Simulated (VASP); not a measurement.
MgO, 2 atoms in the cell. It takes space group I4/mmm (No. 139, tetragonal). The conventional cell has a = 2.882 Å, b = 2.882 Å, c = 4.210 Å, α = 90.00°, β = 90.00°, γ = 90.00°. Within 2.7 Å of Mg (site symmetry 4/mmm) lie 6 O at 2.04 to 2.11 Å. O (site symmetry 4/mmm) has 6 Mg at 2.04 to 2.11 Å within 2.7 Å.  This cell differs from its parent crystal: film at in-plane strain -0.02.

- Program: VASP 6.6.1
- Task: single point
- Functional: LDA
- Potentials or basis: VASP PAW LDA potentials, release 64 (Mg, O)
- Cutoff: 520 eV
- k mesh: 10 × 10 × 10
- Occupations: gaussian, width 0.01 eV
- Spin: no spin polarisation
- Dipole correction: no
- Further INCAR settings: ALGO = Normal; EDIFF = 1e-06; NBANDS = 11

Potentials or basis: VASP PAW LDA potentials, release 64 (Mg, O).

The run is started by

```bash
$ cat potpaw_LDA.64/Mg/POTCAR potpaw_LDA.64/O/POTCAR > POTCAR
$ mpirun -np 1 vasp_std > vasp.out
```

Hardware: 1 thread of Intel(R) Xeon(R) Platinum 8375C CPU @ 2.90GHz (Ice Lake), with other jobs on the host.

Task: Estimate the wall time of this run.

Result: It took 8.4 s on 1 thread of Intel(R) Xeon(R) Platinum 8375C CPU @ 2.90GHz (Ice Lake), with other jobs on the host, peak memory 0.14 GiB. Counts: scf iterations 11, k points 102.
